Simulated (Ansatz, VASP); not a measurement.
**Si: VASP beside Ansatz**

```
Si
1.0
     3.84928    0.00000    0.00000
     1.92464    3.33357    0.00000
     1.92464    1.11119    3.14292
Si
2
Direct
  0.50000 0.50000 0.50000
  0.75000 0.75000 0.75000
```

Alike in both runs: functional pbe exchange, lda correlation; k mesh 8 × 8 × 8; occupations fermi-dirac, width 0.025 eV; collinear spin.

```csv
,VASP,Ansatz
version,VASP 6.6.1,Ansatz 0.2.0
potentials or method,"VASP PAW PBE potentials, release 64 (Si), cutoff 500 eV",all-electron PAW datasets made for the crystal
task,single point,band structure
```

```csv
,VASP,Ansatz,Ansatz less VASP
gap on the k mesh at the Fermi level (eV),0.98,0.97,-0.011
least direct gap on the mesh (eV),2.74,2.73,-0.015
pressure (GPa),5.2,5.2,+0.04
net moment per atom (μB),0.00,0.00,0.000
```

VASP's potentials were made for PBE, not for pbe exchange, lda correlation. Ansatz ran all-electron here, and VASP with PAW potentials.
